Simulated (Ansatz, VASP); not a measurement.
## One calculation of Hf, two programs

```
Hf
1.0
     3.11840    0.00000    0.00000
    -1.55920    2.70061    0.00000
     0.00000    0.00000    4.94755
Hf
2
Direct
  0.33333 0.66667 0.25000
  0.66667 0.33333 0.75000
```

Alike in both runs: task single point; functional LDA; k mesh 12 × 12 × 7; occupations fermi-dirac, width 0.1 eV; no spin polarisation.

```csv
,VASP,Ansatz
version,VASP 6.6.1,Ansatz 0.2.0
potentials or method,"VASP PAW LDA potentials, release 64 (Hf_pv), cutoff 520 eV","plane waves (800 eV) with PAW, scalar-relativistic"
valence electrons in the cell,20,52
```

```csv
,VASP,Ansatz,Ansatz less VASP
pressure (GPa),0.1,0.0,-0.09
"traceless stress, the component that is largest in VASP (GPa)",0.05,0.08,+0.025
```

Ansatz warns that its potentials were made for another functional, while VASP's fit it. LDA's correlation is that of Perdew and Zunger in VASP and of Perdew and Wang (1992) in Ansatz. VASP's potentials hold 20 valence electrons a cell and Ansatz's 52, so a difference there can come from the potentials and not from the codes.

Spin-orbit coupling is off throughout.
